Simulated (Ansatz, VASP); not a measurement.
# LiF: VASP beside Ansatz

The input INCAR:

```
SYSTEM = LiF
  ALGO = Normal
  EDIFF = 1E-6
  ENCUT = 520
  GGA = PE
  ISIF = 2
  ISMEAR = 0
  LASPH = .True.
  LCHARG = .False.
  LREAL = .False.
  LWAVE = .False.
  NBANDS = 12
  NELM = 80
  PREC = Accurate
  SIGMA = 0.05
```

Contents of KPOINTS:

```
k-points
0
Gamma
  12 12 12
  0 0 0
```

POSCAR

```
LiF
1.0
    0.0000000000      1.9510208226      2.1461229048
    1.9510208226      0.0000000000      2.1461229048
    1.9510208226      1.9510208226      0.0000000000
Li F
1 1
Direct
    0.0000000000      0.0000000000      0.0000000000
    0.5000000000      0.5000000000      0.5000000000
```

Input for Ansatz:

```yaml
crystal:
  lattice:
    - [0.0, 1.9510208226, 2.1461229048]
    - [1.9510208226, 0.0, 2.1461229048]
    - [1.9510208226, 1.9510208226, 0.0]
  atoms:
    - { symbol: Li, position: [0.0, 0.0, 0.0] }
    - { symbol: F, position: [0.5, 0.5, 0.5] }
basis:
  ecutwfc: 420
kpoints:
  mp_grid: { grid: [12, 12, 12] }
hamiltonian:
  xc: pbe
scf:
  occupations: { method: gaussian, width: 0.05 }
output:
  forces: true
  stress: true
  eigenvalues: true
```

Alike in both runs: task single point; functional PBE; k mesh 12 × 12 × 12; occupations gaussian, width 0.05 eV; no spin polarisation.

|  | VASP | Ansatz |
| --- | --- | --- |
| version | VASP 6.6.1 | Ansatz 0.2.0 |
| potentials or method | VASP PAW PBE potentials, release 64 (Li_sv, F), cutoff 520 eV | scalar-relativistic, plane waves, PAW |
| valence electrons in the cell | 10 | 10 |

```tsv
	VASP	Ansatz	Ansatz less VASP
gap on the k mesh at the Fermi level (eV)	8.96	8.96	0.000
least direct gap on the mesh (eV)	8.96	8.96	0.000
```

Noted on VASP's run: the cutoff is short for stress, so the pressure is rough.
